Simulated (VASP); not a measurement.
# SiC (F-43m) in VASP: G0W0 quasiparticle levels with LDA

Aim: the G0W0 quasiparticle levels of SiC with LDA.

All numbers are computed with VASP 6.6.1; they aren't measurements. Logs are shortened: lines on timing, memory, paths and dates and some standing lists are left out, and cuts for length are marked.

## Step 1: The cell of the first run

The structure is cubic, space group F-43m (No. 216). The conventional cell has a = 4.358 Å, b = 4.358 Å, c = 4.358 Å, α = 90.00°, β = 90.00°, γ = 90.00°. Si (site symmetry -43m) has 4 C at 1.89 Å within 2.5 Å. C (site symmetry -43m) has 4 Si at 1.89 Å within 2.5 Å.

## Step 2: G0W0 quasiparticle levels, LDA

Input file POSCAR:

```
SiC
1.0
    0.0000000000      2.1790000000      2.1790000000
    2.1790000000      0.0000000000      2.1790000000
    2.1790000000      2.1790000000      0.0000000000
Si C
1 1
Direct
    0.0000000000      0.0000000000      0.0000000000
    0.2500000000      0.2500000000      0.2500000000
```

Input file INCAR.step1:

```
SYSTEM = SiC
ALGO = Normal
EDIFF = 1E-8
ENCUT = 500
ISMEAR = 0
LASPH = .True.
LCHARG = .False.
LREAL = .False.
LWAVE = .True.
NELM = 80
PREC = Accurate
SIGMA = 0.01
```

Input file INCAR.step2:

```
SYSTEM = SiC
ALGO = Exact
EDIFF = 1E-8
ENCUT = 500
ISMEAR = 0
ISTART = 1
LASPH = .True.
LCHARG = .False.
LOPTICS = .True.
LREAL = .False.
LWAVE = .True.
NBANDS = 104
NELM = 1
PREC = Accurate
SIGMA = 0.01
```

Input file INCAR.step3:

```
SYSTEM = SiC
ALGO = EVGW0
EDIFF = 1E-8
ENCUT = 500
ENCUTGW = 150.0
ISMEAR = 0
ISTART = 1
LASPH = .True.
LCHARG = .False.
LREAL = .False.
LWAVE = .False.
NBANDS = 104
NBANDSGW = 12
NELMGW = 1
NOMEGA = 96
OMEGAMAX = 20
PREC = Accurate
PRECFOCK = Fast
SIGMA = 0.01
```

Input file KPOINTS:

```
k-points
0
Gamma
  4 4 4
  0 0 0
```

Potentials or basis: VASP PAW LDA potentials, release 64 (Si_GW, C_GW).

Launch:

```
$ cat potpaw_LDA.64/Si_GW/POTCAR potpaw_LDA.64/C_GW/POTCAR > POTCAR
$ cp INCAR.step1 INCAR
$ mpirun -np 1 vasp_std > vasp.out
$ cp INCAR.step2 INCAR
$ mpirun -np 1 vasp_std > vasp.out
$ cp INCAR.step3 INCAR
$ mpirun -np 1 vasp_std > vasp.out
```

OUTCAR:

```text
SYSTEM = SiC
   EDIFF = 1E-8
   ENCUT = 500
   ENCUTGW = 150.0
   ISMEAR = 0
   ISTART = 1
   LASPH = .True.
   LREAL = .False.
   NELMGW = 1
   PREC = Accurate
   PRECFOCK = Fast

 ion  position               nearest neighbor table
   1  0.000  0.000  0.000-   2 1.89   2 1.89   2 1.89   2 1.89
   2  0.250  0.250  0.250-   1 1.89   1 1.89   1 1.89   1 1.89

  LATTYP: Found a face centered cubic cell.
 ALAT       =     4.3580000000

  Lattice vectors:

 A1 = (   0.0000000000,   2.1790000000,   2.1790000000)
 A2 = (   2.1790000000,   0.0000000000,   2.1790000000)
 A3 = (   2.1790000000,   2.1790000000,   0.0000000000)

Analysis of symmetry for initial positions (statically):
=====================================================================
 Subroutine PRICEL returns:
 Original cell was already a primitive cell.

 Routine SETGRP: Setting up the symmetry group for a
 face centered cubic supercell.

 Subroutine GETGRP returns: Found 24 space group operations
 (whereof 24 operations were pure point group operations)
 out of a pool of 48 trial point group operations.

The static configuration has the point symmetry T_d .

Analysis of symmetry for dynamics (positions and initial velocities):
=====================================================================
 Subroutine PRICEL returns:
 Original cell was already a primitive cell.

 Routine SETGRP: Setting up the symmetry group for a
 face centered cubic supercell.

 Subroutine GETGRP returns: Found 24 space group operations
 (whereof 24 operations were pure point group operations)
 out of a pool of 48 trial point group operations.

The dynamic configuration has the point symmetry T_d .

 Subroutine INISYM returns: Found 24 space group operations
 (whereof 24 operations are pure point group operations),
 and found     1 'primitive' translations

----------------------------------------------------------------------------------------

                                     Primitive cell

  volume of cell :      20.6920

  direct lattice vectors                    reciprocal lattice vectors
     0.000000000  2.179000000  2.179000000    -0.229463056  0.229463056  0.229463056
     2.179000000  0.000000000  2.179000000     0.229463056 -0.229463056  0.229463056
     2.179000000  2.179000000  0.000000000     0.229463056  0.229463056 -0.229463056

  length of vectors
     3.081571352  3.081571352  3.081571352     0.397441672  0.397441672  0.397441672

  position of ions in fractional coordinates (direct lattice)
     0.000000000  0.000000000  0.000000000
     0.250000000  0.250000000  0.250000000

  ion indices of the primitive-cell ions
   primitive index   ion index
                 1           1
                 2           2

----------------------------------------------------------------------------------------

 KPOINTS: k-points

Automatic generation of k-mesh.
 Grid dimensions read from file:
 generate k-points for:    4    4    4

 Generating k-lattice:

  Cartesian coordinates                     Fractional coordinates (reciprocal lattice)
    -0.057365764  0.057365764  0.057365764     0.250000000  0.000000000  0.000000000
     0.057365764 -0.057365764  0.057365764     0.000000000  0.250000000  0.000000000
     0.057365764  0.057365764 -0.057365764     0.000000000  0.000000000  0.250000000

  Length of vectors
     0.099360418  0.099360418  0.099360418

  Shift w.r.t. Gamma in fractional coordinates (k-lattice)
     0.000000000  0.000000000  0.000000000

 Subroutine IBZKPT returns following result:
 ===========================================

 Found      8 irreducible k-points:

 Following reciprocal coordinates:
            Coordinates               Weight
  0.000000  0.000000  0.000000      1.000000
  0.250000  0.000000  0.000000      8.000000
  0.500000  0.000000  0.000000      4.000000
  0.250000  0.250000  0.000000      6.000000
  0.500000  0.250000  0.000000     24.000000
 -0.250000  0.250000  0.000000     12.000000
  0.500000  0.500000  0.000000      3.000000
 -0.250000  0.500000  0.250000      6.000000
   k-points           NKPTS =      8   k-points in BZ     NKDIM =     64   number of bands    NBANDS=    104
   number of dos      NEDOS =    301   number of ions     NIONS =      2
   total plane-waves  NPLWV =  13824
   dimension x,y,z NGX =    24 NGY =   24 NGZ =   24
   dimension x,y,z NGXF=    48 NGYF=   48 NGZF=   48
   ions per type =               1   1
   NGX,Y,Z   is equivalent  to a cutoff of  12.95, 12.95, 12.95 a.u.
   NGXF,Y,Z  is equivalent  to a cutoff of  25.90, 25.90, 25.90 a.u.
 SYSTEM =  SiC
   PREC   = accura    normal or accurate (medium, high low for compatibility)
   ISTART =      1    job   : 0-new  1-cont  2-samecut
   ICHARG =      0    charge: 1-file 2-atom 10-const
   ISPIN  =      1    spin polarized calculation?
   LNONCOLLINEAR =      F non collinear calculations
   LSORBIT =      F    spin-orbit coupling
   LASPH  =      T    aspherical Exc in radial PAW
   ENCUT  =  500.0 eV  36.75 Ry    6.06 a.u.   5.62  5.62  5.62*2*pi/ulx,y,z
   NELM   =     60;   NELMIN=  2; NELMDL=  0     # of ELM steps
   EDIFF  = 0.1E-07   stopping-criterion for ELM
   LREAL  =      F    real-space projection
   EDIFFG = 0.1E-06   stopping-criterion for IOM
   NSW    =      0    number of steps for IOM
   IBRION =     -1    ionic relax: 0-MD 1-quasi-New 2-CG
   NFREE  =      0    steps in history (QN), initial steepest desc. (CG)
   ISIF   =      0    stress and relaxation
   ISYM   =      3    0-nonsym 1-usesym 2-fastsym
   POTIM  = 0.5000    time-step for ionic-motion
   TEBEG  =    0.0;   TEEND  =   0.0 temperature during run
   PSTRESS=    0.0 pullay stress
   NELECT =       8.0000    total number of electrons
   NUPDOWN=      -1.0000    fix difference up-down
   EMIN   =  10.00;   EMAX   =-10.00  energy-range for DOS
   EFERMI =   0.00;   METHOD = LEGACY
   ISMEAR =     0;   SIGMA  =   0.01  broadening in eV -4-tet -1-fermi 0-gaus
   EFERMI_NEDOS =   21; number of points for ismear=-14 and -15
   IALGO  =     38    algorithm
   IMIX   =      4    mixing-type and parameters
     AMIX     =   0.40;   BMIX     =  1.00
     AMIX_MAG =   1.60;   BMIX_MAG =  1.00
  volume/ion in A,a.u.               =      10.35        69.82
  Fermi-wavevector in a.u.,A,eV,Ry     =   1.192626  2.253736 19.352338  1.422357
  Thomas-Fermi vector in A             =   2.328660
   LORBIT       =      0    0 simple, 1 ext, 2 COOP (PROOUT), +10 PAW based schemes
   GGA     = CA    functional components
   LHFCALC =     T    Hartree Fock is set to
   PRECFOCK=fast      Normal, Fast or Accurate (Low or Medium for compatibility)
   ENCUT4O =  -1.0   cutoff for four orbital integrals eV
   NKREDX  =     1    reduce k-point grid by
   NKREDY  =     1    reduce k-point grid by
   NKREDZ  =     1    reduce k-point grid by
   AEXX    =    1.0000 exact exchange contribution
   HFSCREEN=    0.0000 screening length (either q_TF or 0.3 A-1)
   HFSCREENC=   0.0000 screening length for correlation (either q_TF or 0.3 A-1)
   ENCUTFOCK=  -1.0 apply spherical cutoff to Coloumb kernel
   IVDW    =     0    specifies the selected vdW correction
   LEPSILON=     F    determine dielectric tensor
   LRPA    =     F    only Hartree local field effects (RPA)
   LRPAFORCE           =     F    calculate RPA forces
   ENCUTGW             = 150.0    cutoff for response function in eV
   ENCUTGWSOFT         = 120.0    soft cutoff for Coulomb kernel in GW response function in eV
   ENCUTLF             =  -1.0    cutoff for local field effects
   NELMGW              =     1    number of iterations in solving QP/BSE equation
   NELMHF              =     1    number of iterations in the inner HF iteration
   NKREDLFX            =     1    NKREDLFY  =   1   NKREDLFZ  =   1
 non-spin polarized calculation
 Gauss-broadening in eV      SIGMA  =   0.01
  energy-cutoff  :      500.00
  volume of cell :       20.69
 maximum number of plane-waves:       544
 NGX is ok and might be reduce to    24
  NGX = 14; NGY = 14; NGZ = 14
   NGX = 11   NGY = 11   NGZ = 11
 maximum number of plane-waves:        92
 NGX is ok and might be reduce to    14

 QP shifts <psi_nk| G(iteration)W_0 |psi_nk>: iteration 1
 for sc-GW calculations column KS-energies equals QP-energies in previous step
 and V_xc(KS)=  KS-energies - (<T + V_ion + V_H > + <T+V_H+V_ion>^1  + <V_x>^1)

 k-point   1 :       0.0000    0.0000    0.0000
  band No.  KS-energies  QP-energies   sigma(KS)   V_xc(KS)     V^pw_x(r,r')   Z            occupation Imag(sigma)

      1      -7.5536      -8.5019     -14.1120     -12.7776     -21.5765       0.7106       2.0000       1.2959
      2       7.7940       7.3419     -15.5486     -14.9734     -17.5851       0.7861       2.0000       0.0286
      3       7.7940       7.3419     -15.5486     -14.9734     -17.5851       0.7861       2.0000       0.0286
      4       7.7940       7.3419     -15.5486     -14.9734     -17.5851       0.7861       2.0000       0.0286
      5      14.0689      14.5914     -12.6337     -13.3090      -7.2298       0.7738       0.0000      -0.0716
      6      14.9348      15.6826     -10.9276     -11.8783      -5.6790       0.7866       0.0000      -0.0692
      7      14.9348      15.6826     -10.9276     -11.8783      -5.6790       0.7866       0.0000      -0.0692
      8      14.9348      15.6826     -10.9276     -11.8783      -5.6790       0.7866       0.0000      -0.0692
      9      22.1961      22.9480     -10.7011     -11.6835      -4.4617       0.7654       0.0000      -0.2098
     10      22.1961      22.9480     -10.7011     -11.6835      -4.4617       0.7654       0.0000      -0.2098
     11      23.8961      24.4507      -9.5883     -10.2871      -2.8961       0.7937       0.0000      -0.3870
     12      24.8651      25.3547     -10.0009     -10.6306      -2.9480       0.7776       0.0000      -0.6804

 k-point   2 :       0.2500    0.0000    0.0000
  band No.  KS-energies  QP-energies   sigma(KS)   V_xc(KS)     V^pw_x(r,r')   Z            occupation Imag(sigma)
[... 97 lines left out ...]
      1      -2.1844      -3.1423     -15.7243     -14.4530     -21.8627       0.7535       2.0000       0.5765
      2       0.7305      -0.0106     -13.9666     -12.9689     -18.0306       0.7427       2.0000       0.1872
      3       2.7438       2.0375     -13.7703     -12.8368     -16.9936       0.7567       2.0000       0.0866
      4       3.0433       2.3805     -13.3493     -12.4793     -16.2071       0.7618       2.0000       0.0693
      5      12.8993      13.5100     -11.7439     -12.5168      -7.0413       0.7902       0.0000      -0.0579
      6      17.1122      17.9335     -11.7299     -12.7934      -5.7540       0.7722       0.0000      -0.1229
      7      17.1122      17.9335     -11.7299     -12.7934      -5.7540       0.7722       0.0000      -0.1229
      8      17.3651      18.0325     -10.5697     -11.4132      -5.1618       0.7912       0.0000      -0.0911
      9      21.7854      22.6894     -12.1342     -13.3773      -4.6245       0.7272       0.0000      -0.3628
     10      25.0153      25.7778     -11.3929     -12.4046      -3.9311       0.7537       0.0000      -0.5427
     11      28.6437      29.6987     -12.2751     -13.6619      -4.5058       0.7608       0.0000      -0.7398
     12      32.0481      32.6404     -12.0582     -12.8417      -4.0341       0.7561       0.0000      -1.1557
```

It took 73 s on 1 thread of Intel Xeon 8259CL, shared host; peak memory 0.22 GiB.

Results:

```yaml
Quasiparticle_gap: 2.09 eV
Least_direct_quasiparticle_gap: 5.53 eV
Band_gap_of_the_starting_levels_on_the_mesh: 1.25 eV
Least_direct_gap_of_the_starting_levels_on_the_mesh: 4.47 eV
```

Caveat: the k points lie up to 0.62 Å⁻¹ apart; bands, screening cutoff and mesh are small and nothing is extrapolated, so the quasiparticle values aren't converged.
